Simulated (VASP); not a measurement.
Al16HC, 18 atoms in the cell. The cell holds a slab with vacuum, 18 atoms: a = 5.728 Å, b = 5.728 Å, c = 18.075 Å, α = 90.00°, β = 90.00°, γ = 90.00°. 

| Quantity | Value |
| --- | --- |
| Program | VASP 6.6.1 |
| Task | single point |
| Functional | PBE |
| Dispersion | D3(BJ) |
| Potentials or basis | VASP PAW PBE potentials, release 64 (Al, C, H) |
| Cutoff | 520 eV |
| k mesh | 4 × 4 × 1 |
| Occupations | fermi-dirac, width 0.15 eV |
| Spin | no spin polarisation |
| Dipole correction | no |
| Further INCAR settings | LREAL = Auto; ALGO = Normal; EDIFF = 1e-06; NBANDS = 42 |

Potentials or basis: VASP PAW PBE potentials, release 64 (Al, C, H).

Run with:

```console
$ cat potpaw_PBE.64/Al/POTCAR potpaw_PBE.64/C/POTCAR potpaw_PBE.64/H/POTCAR > POTCAR
$ mpirun -np 1 vasp_std > vasp.out
```

Hardware: 1 thread of Intel(R) Xeon(R) 6975P-C (Granite Rapids) (shared host).

Estimate the wall time of this run.

It took 5.5 min on 1 thread of Intel(R) Xeon(R) 6975P-C (Granite Rapids), on a shared host, peak memory 0.69 GiB. Counts: scf iterations 23, k points 10.
